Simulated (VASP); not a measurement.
# Cd (Fm-3m) in VASP: a series of runs

Runs on Cd. Level: PBE. Tasks: single point.

All numbers are computed with VASP 6.6.1; they aren't measurements. Logs are shortened: lines on timing, memory, paths and dates and some standing lists are left out, and cuts for length are marked.

### 1 The cell of the first run

Symmetry: Fm-3m, No. 225, cubic system. Conventional cell: a = 4.444 Å, b = 4.444 Å, c = 4.444 Å, α = 90.00°, β = 90.00°, γ = 90.00°. Within 4.1 Å of Cd (site symmetry m-3m) lie 12 Cd at 3.14 Å.

This isn't the form of Cd at room conditions, which is hcp.

### 2 Single point, PBE

Input file INCAR:

```
PREC     = Accurate       # precision mode
ENCUT    = 520            # plane-wave cutoff, eV
EDIFF    = 1E-7           # SCF threshold, eV
ISMEAR   = -1             # smearing method
SIGMA    = 0.06122561905347299 # smearing width, eV
LREAL    = False          # projectors in reciprocal space
LASPH    = True           # aspherical terms in the spheres
NELM     = 100            # most SCF steps
ALGO     = Normal         # electronic algorithm
ISIF     = 2              # what is computed and relaxed
LWAVE    = False          # write WAVECAR
LCHARG   = False          # write CHGCAR
GGA      = PE             # functional
NBANDS   = 12             # bands
```

Input file KPOINTS:

```
Automatic mesh
0
Gamma
  21 21 21
```

Input file POSCAR:

```
Cd
1.0
    0.0000000000      2.2218547561      2.2218547561
    2.2218547561      0.0000000000      2.2218547561
    2.2218547561      2.2218547561      0.0000000000
Cd
1
Direct
    0.0000000000      0.0000000000      0.0000000000
```

Potentials or basis: VASP PAW PBE potentials, release 64 (Cd).

The run is started by

```
$ cat potpaw_PBE.64/Cd/POTCAR > POTCAR
$ mpirun -np 1 vasp_std > vasp.out
```

OUTCAR:

```text
PREC = Accurate
   ENCUT = 520
   EDIFF = 1E-7
   ISMEAR = -1
   LREAL = False
   LASPH = True
   NELM = 100
   ISIF = 2
   GGA = PE

 ion  position               nearest neighbor table
   1  0.000  0.000  0.000-

  LATTYP: Found a face centered cubic cell.
 ALAT       =     4.4437095122

  Lattice vectors:

 A1 = (   0.0000000000,   2.2218547561,   2.2218547561)
 A2 = (   2.2218547561,   0.0000000000,   2.2218547561)
 A3 = (   2.2218547561,   2.2218547561,   0.0000000000)

Analysis of symmetry for initial positions (statically):
=====================================================================
 Subroutine PRICEL returns:
 Original cell was already a primitive cell.

 Routine SETGRP: Setting up the symmetry group for a
 face centered cubic supercell.

 Subroutine GETGRP returns: Found 48 space group operations
 (whereof 48 operations were pure point group operations)
 out of a pool of 48 trial point group operations.

The static configuration has the point symmetry O_h .

Analysis of symmetry for dynamics (positions and initial velocities):
=====================================================================
 Subroutine PRICEL returns:
 Original cell was already a primitive cell.

 Routine SETGRP: Setting up the symmetry group for a
 face centered cubic supercell.

 Subroutine GETGRP returns: Found 48 space group operations
 (whereof 48 operations were pure point group operations)
 out of a pool of 48 trial point group operations.

The dynamic configuration has the point symmetry O_h .

 Subroutine INISYM returns: Found 48 space group operations
 (whereof 48 operations are pure point group operations),
 and found     1 'primitive' translations

----------------------------------------------------------------------------------------

                                     Primitive cell

  volume of cell :      21.9370

  direct lattice vectors                    reciprocal lattice vectors
     0.000000000  2.221854756  2.221854756    -0.225037212  0.225037212  0.225037212
     2.221854756  0.000000000  2.221854756     0.225037212 -0.225037212  0.225037212
     2.221854756  2.221854756  0.000000000     0.225037212  0.225037212 -0.225037212

  length of vectors
     3.142177130  3.142177130  3.142177130     0.389775885  0.389775885  0.389775885

  position of ions in fractional coordinates (direct lattice)
     0.000000000  0.000000000  0.000000000

  ion indices of the primitive-cell ions
   primitive index   ion index
                 1           1

----------------------------------------------------------------------------------------

 KPOINTS: Automatic mesh

Automatic generation of k-mesh.
 Grid dimensions read from file:
 generate k-points for:   21   21   21

 Generating k-lattice:

  Cartesian coordinates                     Fractional coordinates (reciprocal lattice)
    -0.010716058  0.010716058  0.010716058     0.047619048  0.000000000  0.000000000
     0.010716058 -0.010716058  0.010716058     0.000000000  0.047619048  0.000000000
     0.010716058  0.010716058 -0.010716058     0.000000000  0.000000000  0.047619048

  Length of vectors
     0.018560756  0.018560756  0.018560756

  Shift w.r.t. Gamma in fractional coordinates (k-lattice)
     0.000000000  0.000000000  0.000000000

 Subroutine IBZKPT returns following result:
 ===========================================

 Found    286 irreducible k-points:

 Following reciprocal coordinates:
            Coordinates               Weight
  0.000000  0.000000  0.000000      1.000000
  0.047619  0.000000  0.000000      8.000000
  0.095238  0.000000  0.000000      8.000000
  0.142857  0.000000  0.000000      8.000000
  0.190476  0.000000  0.000000      8.000000
  0.238095  0.000000  0.000000      8.000000
[... 16 lines left out ...]
 -0.428571  0.047619  0.000000     24.000000
 -0.380952  0.047619  0.000000     24.000000
 [... further k-points ...]
   k-points           NKPTS =    286   k-points in BZ     NKDIM =    286   number of bands    NBANDS=     12
   number of dos      NEDOS =    301   number of ions     NIONS =      1
   total plane-waves  NPLWV =  13824
   dimension x,y,z NGX =    24 NGY =   24 NGZ =   24
   dimension x,y,z NGXF=    48 NGYF=   48 NGZF=   48
   ions per type =               1
   NGX,Y,Z   is equivalent  to a cutoff of  12.70, 12.70, 12.70 a.u.
   NGXF,Y,Z  is equivalent  to a cutoff of  25.40, 25.40, 25.40 a.u.
 SYSTEM =  unknown system
   PREC   = accura    normal or accurate (medium, high low for compatibility)
   ISTART =      0    job   : 0-new  1-cont  2-samecut
   ICHARG =      2    charge: 1-file 2-atom 10-const
   ISPIN  =      1    spin polarized calculation?
   LNONCOLLINEAR =      F non collinear calculations
   LSORBIT =      F    spin-orbit coupling
   LASPH  =      T    aspherical Exc in radial PAW
   ENCUT  =  520.0 eV  38.22 Ry    6.18 a.u.   5.84  5.84  5.84*2*pi/ulx,y,z
   NELM   =    100;   NELMIN=  2; NELMDL= -5     # of ELM steps
   EDIFF  = 0.1E-06   stopping-criterion for ELM
   LREAL  =      F    real-space projection
   EDIFFG = 0.1E-05   stopping-criterion for IOM
   NSW    =      0    number of steps for IOM
   IBRION =     -1    ionic relax: 0-MD 1-quasi-New 2-CG
   NFREE  =      0    steps in history (QN), initial steepest desc. (CG)
   ISIF   =      2    stress and relaxation
   ISYM   =      2    0-nonsym 1-usesym 2-fastsym
   POTIM  = 0.5000    time-step for ionic-motion
   TEBEG  =    0.0;   TEEND  =   0.0 temperature during run
   PSTRESS=    0.0 pullay stress
   NELECT =      12.0000    total number of electrons
   NUPDOWN=      -1.0000    fix difference up-down
   EMIN   =  10.00;   EMAX   =-10.00  energy-range for DOS
   EFERMI =   0.00;   METHOD = LEGACY
   ISMEAR =    -1;   SIGMA  =   0.06  broadening in eV -4-tet -1-fermi 0-gaus
   EFERMI_NEDOS =   21; number of points for ismear=-14 and -15
   IALGO  =     38    algorithm
   IMIX   =      4    mixing-type and parameters
     AMIX     =   0.40;   BMIX     =  1.00
     AMIX_MAG =   1.60;   BMIX_MAG =  1.00
  volume/ion in A,a.u.               =      21.94       148.04
  Fermi-wavevector in a.u.,A,eV,Ry     =   1.338884  2.530124 24.389941  1.792610
  Thomas-Fermi vector in A             =   2.467319
   LORBIT       =      0    0 simple, 1 ext, 2 COOP (PROOUT), +10 PAW based schemes
   GGA     = PE    functional components
   LHFCALC =     F    Hartree Fock is set to
   AEXX    =    0.0000 exact exchange contribution
   IVDW    =     0    specifies the selected vdW correction
   LEPSILON=     F    determine dielectric tensor
   LRPA    =     F    only Hartree local field effects (RPA)
 non-spin polarized calculation
  energy-cutoff  :      520.00
  volume of cell :       21.94
 maximum number of plane-waves:       609
   NGX = 11   NGY = 11   NGZ = 11

 number of electron      12.0000002 magnetization

 Free energy of the ion-electron system (eV)
  ---------------------------------------------------
  ext. energy  EPLUGINS =         0.00000000
  ---------------------------------------------------
  free energy    TOTEN  =        -0.73554704 eV

  energy without entropy =       -0.73067292  energy(sigma->0) =       -0.73310998

 E-fermi :   2.7743     XC(G=0): -10.9604

 val. band max:        2.7471258589   @ k =  -0.3810   0.2381   0.0476
 cond. band min:       2.7766203766   @ k =  -0.3810   0.4762   0.0952
 fundamental gap:      0.0294945177
 Fermi energy:         2.7742663828

 k-point     1 :       0.0000    0.0000    0.0000
  band No.  band energies     occupation
      1      -6.3236      2.00000
      2      -6.3236      2.00000
      3      -6.3236      2.00000
      4      -5.9493      2.00000
      5      -5.8752      2.00000
      6      -5.8752      2.00000
      7      16.6805      0.00000
      8      17.7061      0.00000
      9      17.7061      0.00000
     10      17.7061      0.00000
     11      21.0656      0.00000
     12      21.0656      0.00000

 k-point     2 :       0.0476    0.0000    0.0000
  band No.  band energies     occupation
      1      -6.3295      2.00000
      2      -6.3139      2.00000
      3      -6.3139      2.00000
      4      -5.8904      2.00000
      5      -5.8777      2.00000
      6      -5.8777      2.00000
      7      16.3823      0.00000
      8      17.1087      0.00000
      9      17.6066      0.00000
     10      17.6066      0.00000
     11      21.2339      0.00000
     12      21.2342      0.00000

 k-point     3 :       0.0952    0.0000    0.0000
  band No.  band energies     occupation
      1      -6.3545      2.00000
      2      -6.2877      2.00000
      3      -6.2877      2.00000
      4      -5.8826      2.00000
      5      -5.8826      2.00000
      6      -5.7058      2.00000
      7      14.8898      0.00000
      8      16.9238      0.00000
      9      17.3550      0.00000
     10      17.3550      0.00000
     11      21.5218      0.00000
     12      21.6753      0.00000
[... 286 lines left out ...]
 k-point    23 :      -0.4286    0.0476    0.0000
  band No.  band energies     occupation
      1      -6.7783      2.00000
      2      -6.3170      2.00000
      3      -6.2986      2.00000
      4      -5.5455      2.00000
      5      -5.5396      2.00000
      6      -0.4468      2.00000
      7       2.6717      1.68471
      8      14.4480      0.00000
      9      15.3956      0.00000
     10      15.8023      0.00000
     11      19.3124      0.00000
     12      19.8099      0.00000

 k-point    24 :      -0.3810    0.0476    0.0000
  band No.  band energies     occupation
      1      -6.7436      2.00000
      2      -6.2982      2.00000
      3      -6.2832      2.00000
      4      -5.6050      2.00000
      5      -5.5739      2.00000
      6      -1.5117      2.00000
      7       4.0861      0.00000
      8      14.3719      0.00000
      9      15.7864      0.00000
     10      16.0392      0.00000
     11      19.3107      0.00000
     12      19.9332      0.00000

 [... further k-points ...]
[... 5 lines left out ...]
  --------------------------------------------------------------------------------------
  -------------------------------------------------------------------------------------
  Total        0.2958109      0.2958109      0.2958109      0.0000000     -0.0000000     -0.0000000
  in kB       21.6046762     21.6046762     21.6046762      0.0000000     -0.0000000     -0.0000000
  external PRESSURE =      21.6046762 kB  Pullay stress =       0.0000000 kB

 VOLUME and BASIS-vectors are now :
 -----------------------------------------------------------------------------
  energy-cutoff  :      520.00
  volume of cell :       21.94
      direct lattice vectors                 reciprocal lattice vectors
     0.000000000  2.221854756  2.221854756    -0.225037212  0.225037212  0.225037212
     2.221854756  0.000000000  2.221854756     0.225037212 -0.225037212  0.225037212
     2.221854756  2.221854756  0.000000000     0.225037212  0.225037212 -0.225037212

 POSITION                                       TOTAL-FORCE (eV/Angst)
 -----------------------------------------------------------------------------------
      0.00000      0.00000      0.00000         0.000000      0.000000      0.000000
 -----------------------------------------------------------------------------------
    total drift:                               -0.000000     -0.000000     -0.000000

  FREE ENERGIE OF THE ION-ELECTRON SYSTEM (eV)
  ---------------------------------------------------
  free  energy   TOTEN  =        -0.7355470423 eV

  energy  without entropy=       -0.7306729173  energy(sigma->0) =       -0.73310998
```

Run time: 22 s. Hardware: 1 thread of AMD EPYC 9R45 (Zen 5), shared host; peak memory 0.16 GiB.

Results:

```
Free energy            : -0.7355 eV
Pressure               : 2.2 GPa
Band gap on the k mesh : zero (bands 6 and 7 overlap by 2.67 eV)
```

### 3 Single point, PBE

Input file INCAR:

```
SYSTEM = Cd
ALGO = Normal
EDIFF = 1E-6
ENCUT = 520
GGA = PE
ISIF = 2
ISMEAR = -1
LASPH = .True.
LCHARG = .False.
LREAL = .False.
LWAVE = .False.
NBANDS = 12
NELM = 80
PREC = Accurate
SIGMA = 0.06122561905347299
```

Input file KPOINTS:

```
k-points
0
Gamma
  21 21 21
  0 0 0
```

POSCAR is that of step 2.

Potentials or basis: VASP PAW PBE potentials, release 64 (Cd).

The run is started by

```
$ cat potpaw_PBE.64/Cd/POTCAR > POTCAR
$ mpirun -np 1 vasp_std > vasp.out
```

Wall time 22 s (1 thread of AMD EPYC 9R45 (Zen 5), shared host); peak memory 0.16 GiB.

It converged, with:

```
Free energy            : -0.7355 eV
Pressure               : 2.2 GPa
Band gap on the k mesh : zero (bands 6 and 7 overlap by 2.67 eV)
```

Levels at points of the mesh, in eV from the Fermi level:
```csv
k point,band 2,band 3,band 4,band 5,band 6,band 7,band 8,band 9,band 10,band 11
"(0.00, 0.00, 0.00)",-9.10,-9.10,-8.72,-8.65,-8.65,13.91,14.93,14.93,14.93,18.29
```

The gap in the log of VASP goes by the Fermi energy; the results here count the filled bands.